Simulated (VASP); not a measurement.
# Bi in VASP: single point with r2SCAN

Aim: the single point of Bi with r2SCAN.

Everything below comes from runs of VASP 6.6.1. Logs are shortened: lines on timing, memory, paths and dates and some standing lists are left out, and cuts for length are marked.

**1. The cell of the first run**

The cell holds a slab with vacuum, 4 atoms: a = 5.118 Å, b = 4.520 Å, c = 29.360 Å, α = 90.00°, β = 90.00°, γ = 90.00°.

**2. Single point, r2SCAN**

POSCAR

```
Bi
1.0
    5.1182504709      0.0000000000      0.0000000000
    0.0000000000      4.5196965580      0.0000000000
    0.0000000000      0.0000000000     29.3597916812
Bi
4
Direct
    0.0480844698      0.0000000000      0.3738669630
    0.4519155302      0.5000000000      0.3738669630
    0.5480844698      0.5000000000      0.2732765933
    0.9519155302      0.0000000000      0.2732765933
```

INCAR.step1

```
SYSTEM = Bi
  PREC = Accurate
  ENCUT = 520
  ISMEAR = -1
  SIGMA = 0.02
  LREAL = .False.
  LASPH = .True.
  NELM = 60
  LDIPOL = .True.
  IDIPOL = 3
  DIPOL = 0.5 0.5 0.324
  NBANDS = 38
  GGA = PE
  ALGO = Normal
  EDIFF = 1E-4
  LWAVE = .True.
  LCHARG = .False.
```

INCAR.step2

```
SYSTEM = Bi
  PREC = Accurate
  ENCUT = 520
  EDIFF = 1E-6
  ISMEAR = -1
  SIGMA = 0.02
  LREAL = .False.
  LASPH = .True.
  NELM = 60
  ALGO = Normal
  ISIF = 2
  LWAVE = .False.
  LCHARG = .False.
  LDIPOL = .True.
  IDIPOL = 3
  DIPOL = 0.5 0.5 0.324
  METAGGA = R2SCAN
  LMIXTAU = .True.
  NBANDS = 38
  ISTART = 1
```

KPOINTS

```
regular mesh
0
Gamma
  6 6 1
  0 0 0
```

Potentials or basis: VASP PAW PBE potentials, release 64 (Bi_d).

Command:

```sh
> cat potpaw_PBE.64/Bi_d/POTCAR > POTCAR
> cp INCAR.step1 INCAR
> mpirun -np 1 vasp_std > vasp.out
> cp INCAR.step2 INCAR
> mpirun -np 1 vasp_std > vasp.out
```

OUTCAR:

```text
SYSTEM = Bi
   PREC = Accurate
   ENCUT = 520
   EDIFF = 1E-6
   ISMEAR = -1
   LREAL = .False.
   LASPH = .True.
   NELM = 60
   ISIF = 2
   METAGGA = R2SCAN
   ISTART = 1

 ion  position               nearest neighbor table
   1  0.048  0.000  0.374-   4 2.99   2 3.06   2 3.06   2 3.80   2 3.80
   2  0.452  0.500  0.374-   3 2.99   1 3.06   1 3.06   1 3.80   1 3.80
   3  0.548  0.500  0.273-   2 2.99   4 3.06   4 3.06   4 3.80   4 3.80
   4  0.952  0.000  0.273-   1 2.99   3 3.06   3 3.06   3 3.80   3 3.80

  LATTYP: Found a simple orthorhombic cell.
 ALAT       =     4.5196965580
 B/A-ratio  =     1.1324323227
 C/A-ratio  =     6.4959652278

  Lattice vectors:

 A1 = (   0.0000000000,  -4.5196965580,   0.0000000000)
 A2 = (   5.1182504709,   0.0000000000,   0.0000000000)
 A3 = (   0.0000000000,   0.0000000000,  29.3597916812)

Analysis of symmetry for initial positions (statically):
=====================================================================
 Subroutine PRICEL returns:
 Original cell was already a primitive cell.

 Routine SETGRP: Setting up the symmetry group for a
 simple orthorhombic supercell.

 Subroutine GETGRP returns: Found  8 space group operations
 (whereof  2 operations were pure point group operations)
 out of a pool of  8 trial point group operations.

The static configuration has the point symmetry C_1h.
 The point group associated with its full space group is D_2h.

Analysis of symmetry for dynamics (positions and initial velocities):
=====================================================================
 Subroutine PRICEL returns:
 Original cell was already a primitive cell.

 Routine SETGRP: Setting up the symmetry group for a
 simple orthorhombic supercell.

 Subroutine GETGRP returns: Found  8 space group operations
 (whereof  2 operations were pure point group operations)
 out of a pool of  8 trial point group operations.

The dynamic configuration has the point symmetry C_1h.
 The point group associated with its full space group is D_2h.

 Subroutine INISYM returns: Found  8 space group operations
 (whereof  2 operations are pure point group operations),
 and found     1 'primitive' translations

----------------------------------------------------------------------------------------

                                     Primitive cell

  volume of cell :     679.1783

  direct lattice vectors                    reciprocal lattice vectors
[... 85 lines left out ...]
   NSW    =      0    number of steps for IOM
   IBRION =     -1    ionic relax: 0-MD 1-quasi-New 2-CG
   NFREE  =      0    steps in history (QN), initial steepest desc. (CG)
   ISIF   =      2    stress and relaxation
   ISYM   =      2    0-nonsym 1-usesym 2-fastsym
   POTIM  = 0.5000    time-step for ionic-motion
   TEBEG  =    0.0;   TEEND  =   0.0 temperature during run
   PSTRESS=    0.0 pullay stress
   NELECT =      60.0000    total number of electrons
   NUPDOWN=      -1.0000    fix difference up-down
   EMIN   =  10.00;   EMAX   =-10.00  energy-range for DOS
   EFERMI =   0.00;   METHOD = LEGACY
   ISMEAR =    -1;   SIGMA  =   0.02  broadening in eV -4-tet -1-fermi 0-gaus
   EFERMI_NEDOS =   21; number of points for ismear=-14 and -15
   IALGO  =     38    algorithm
   IMIX   =      4    mixing-type and parameters
     AMIX     =   0.40;   BMIX     =  1.00
     AMIX_MAG =   1.60;   BMIX_MAG =  1.00
  volume/ion in A,a.u.               =     169.79      1145.83
  Fermi-wavevector in a.u.,A,eV,Ry     =   0.729117  1.377832  7.233018  0.531612
  Thomas-Fermi vector in A             =   1.820759
   LORBIT       =      0    0 simple, 1 ext, 2 COOP (PROOUT), +10 PAW based schemes
   METAGGA = R2SCAN    functional components
   LHFCALC =     F    Hartree Fock is set to
   AEXX    =    0.0000 exact exchange contribution
   IVDW    =     0    specifies the selected vdW correction
   LEPSILON=     F    determine dielectric tensor
   LRPA    =     F    only Hartree local field effects (RPA)
 non-spin polarized calculation
  energy-cutoff  :      520.00
  volume of cell :      679.18
 maximum number of plane-waves:     18341
 NGX is ok and might be reduce to    40
   NGX = 19   NGY = 17   NGZ =109

 number of electron      60.0000022 magnetization

 dipolmoment           0.000000      0.000000     -0.000000 electrons x Angstroem

 Free energy of the ion-electron system (eV)
  ---------------------------------------------------
  ext. energy  EPLUGINS =         0.00000000
  ---------------------------------------------------
  free energy    TOTEN  =      -233.50467703 eV

  energy without entropy =     -233.50467703  energy(sigma->0) =     -233.50467703

 E-fermi :  -1.6873     XC(G=0):  -2.4496

 val. band max:       -2.0677227030   @ k =   0.0000   0.0000   0.0000
 cond. band min:      -1.3151646239   @ k =   0.0000   0.0000   0.0000
 fundamental gap:      0.7525580791
 Fermi energy:        -1.6872939133

 k-point     1 :       0.0000    0.0000    0.0000
  band No.  band energies     occupation
      1     -25.3384      2.00000
      2     -25.3353      2.00000
      3     -25.3259      2.00000
      4     -25.2019      2.00000
      5     -25.1841      2.00000
      6     -25.1829      2.00000
[... 645 lines left out ...]
     37       4.0864      0.00000
     38       4.0864      0.00000

------------------------ aborting loop because EDIFF is reached ----------------------------------------

 vacuum level on the upper side and lower side of the slab       (xc-potential included)        -0.011        -0.011

  FORCE on cell =-STRESS in cart. coord.  units (eV):
  Direction    XX          YY          ZZ          XY          YZ          ZX
  --------------------------------------------------------------------------------------
  -------------------------------------------------------------------------------------
  Total       -0.0336607     -0.0380956     -0.0188663      0.0000000      0.0000000     -0.0000000
  in kB       -0.0794054     -0.0898674     -0.0445055      0.0000000      0.0000000     -0.0000000
  external PRESSURE =      -0.0712594 kB  Pullay stress =       0.0000000 kB

 VOLUME and BASIS-vectors are now :
 -----------------------------------------------------------------------------
  energy-cutoff  :      520.00
  volume of cell :      679.18
      direct lattice vectors                 reciprocal lattice vectors
     5.118250471  0.000000000  0.000000000     0.195379262  0.000000000  0.000000000
     0.000000000  4.519696558  0.000000000     0.000000000  0.221253792  0.000000000
     0.000000000  0.000000000 29.359791681     0.000000000  0.000000000  0.034060187

 POSITION                                       TOTAL-FORCE (eV/Angst)
 -----------------------------------------------------------------------------------
      0.24611      0.00000     10.97666        -0.006966     -0.000000      0.010419
      2.31302      2.25985     10.97666         0.006966     -0.000000      0.010419
      2.80523      2.25985      8.02334        -0.006966      0.000000     -0.010419
      4.87214      0.00000      8.02334         0.006966      0.000000     -0.010419
 -----------------------------------------------------------------------------------
    total drift:                                0.000000      0.000000     -0.000102

  FREE ENERGIE OF THE ION-ELECTRON SYSTEM (eV)
  ---------------------------------------------------
  free  energy   TOTEN  =      -233.5046770318 eV

  energy  without entropy=     -233.5046770314  energy(sigma->0) =     -233.50467703

 vacuum level on the upper side and lower side of the slab         2.083         2.083
```

Wall time 88 min (1 thread of Intel Xeon 8259CL, shared host); peak memory 0.93 GiB.

Results:

* Free energy: -233.5047 eV
* Largest force: 0.013 eV/Å
* Band gap on the k mesh: 0.75 eV

Forces on the atoms (eV/Å):
```
Bi  -0.007  0.000  0.010
Bi   0.007  0.000  0.010
Bi  -0.007  0.000 -0.010
Bi   0.007  0.000 -0.010
```

Levels at points of the mesh, in eV from the valence-band top:
```tsv
k point	band 27	band 28	band 29	band 30	band 31	band 32	band 33	band 34
(0.00, 0.00, 0.00)	-2.23	-1.32	-0.92	0.00	0.75	2.71	2.73	3.20
(0.50, 0.00, 0.00)	-0.98	-0.98	-0.43	-0.43	1.11	1.11	2.10	2.10
(0.00, 0.50, 0.00)	-1.44	-1.44	-1.33	-1.33	1.13	1.13	1.46	1.46
(0.50, 0.50, 0.00)	-2.88	-2.88	-1.43	-1.43	2.56	2.56	4.69	4.69
```

Caveat: the PAW data sets were made with another functional, which shifts forces and pressure a little; spin-orbit coupling is left out, which moves the levels of the heavy elements.
